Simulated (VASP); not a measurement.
A run of VASP 6.6.1 is set up as follows.

Contents of INCAR:

```
SYSTEM = OsBr3
PREC = Accurate
ENCUT = 520
EDIFF = 1E-6
ISMEAR = 0
SIGMA = 0.05
LREAL = .FALSE.
LASPH = .TRUE.
NELM = 150
ALGO = Normal
ISIF = 2
LWAVE = .FALSE.
LCHARG = .FALSE.
ISPIN = 2
MAGMOM = 2.45 0.17 0.17 0.17
LORBIT = 11
LMAXMIX = 4
LDAU = .TRUE.
LDAUTYPE = 2
LDAUL = 2 -1
LDAUU = 2 0
LDAUJ = 0 0
LDAUPRINT = 1
GGA = PE
NBANDS = 26
```

KPOINTS

```
regular mesh
0
G
  6 6 6
  0 0 0
```

File POSCAR:

```
OsBr3
1.0
    5.1431212514      0.0000000000      0.0000000000
    0.0000000000      5.1431212514      0.0000000000
    0.0000000000      0.0000000000      5.1431212514
Os Br
1 3
Direct
    0.0000000000      0.0000000000      0.0000000000
    0.5000000000      0.0000000000      0.0000000000
    0.0000000000      0.0000000000      0.5000000000
    0.0000000000      0.5000000000      0.0000000000
```

Potentials or basis: VASP PAW PBE potentials, release 64 (Os, Br).

Launch:

```sh
$ cat potpaw_PBE.64/Os/POTCAR potpaw_PBE.64/Br/POTCAR > POTCAR
$ mpirun -np 1 vasp_std > vasp.out
```

**Question.** What does it give for the pressure?

**Answer.** 1.0 GPa.

**Question.** What does it give for the site moments?

**Answer.** Os +2.96; Br +0.15 μB.

**Question.** What does it give for the net moment?

**Answer.** 3.41 μB per cell.

Eigenvalues of the final occupation matrices:
| site | spin | trace | eigenvalues |
| --- | --- | --- | --- |
| site 1 d | 1 | 4.45 | 0.79 0.79 0.96 0.96 0.96 |
| site 1 d | 2 | 1.59 | 0.27 0.27 0.35 0.35 0.35 |

Caveat: spin-orbit coupling is left out, which moves the levels of the heavy elements.
